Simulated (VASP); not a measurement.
Here is a VASP 6.6.1 calculation.

INCAR

```
SYSTEM = GaN
PREC = Accurate
ENCUT = 600
EDIFF = 1E-7
ISMEAR = 0
SIGMA = 0.02
LREAL = .FALSE.
LASPH = .TRUE.
NELM = 100
ALGO = Normal
ISIF = 3
LWAVE = .FALSE.
LCHARG = .FALSE.
GGA = PS
IBRION = 2
NSW = 65
EDIFFG = -0.01
```

KPOINTS

```
regular mesh
0
G
  12 12 3
  0 0 0
```

File POSCAR:

```
GaN
1.0
    3.1826870481      0.0000000000      0.0000000000
   -1.5913435241      2.7562878360      0.0000000000
    0.0000000000      0.0000000000     10.3715993331
Ga N
4 4
Direct
    0.0000000000      0.0000000000      0.0000000000
    0.3333333333      0.6666666667      0.2500000000
    0.6666666667      0.3333333333      0.5000000000
    0.3333333333      0.6666666667      0.7500000000
    0.0000000000      0.0000000000      0.1875000000
    0.3333333333      0.6666666667      0.4375000000
    0.6666666667      0.3333333333      0.6875000000
    0.3333333333      0.6666666667      0.9375000000
```

Potentials or basis: VASP PAW PBE potentials, release 64 (Ga_d, N).

Launch:

```console
$ cat potpaw_PBE.64/Ga_d/POTCAR potpaw_PBE.64/N/POTCAR > POTCAR
$ mpirun -np 1 vasp_std > vasp.out
```

(1) What does it give for the relaxed cell?

(2) What does it give for the band gap on the k mesh?

(3) Estimate the relaxed volume.

## Answers

(1) a = 3.179 Å, b = 3.179 Å, c = 10.375 Å, α = 90.00°, β = 90.00°, γ = 120.00°.

(2) 1.82 eV.

(3) 11.35 Å³/atom.

Caveat: the PAW data sets were made with another functional, which shifts forces and pressure a little.
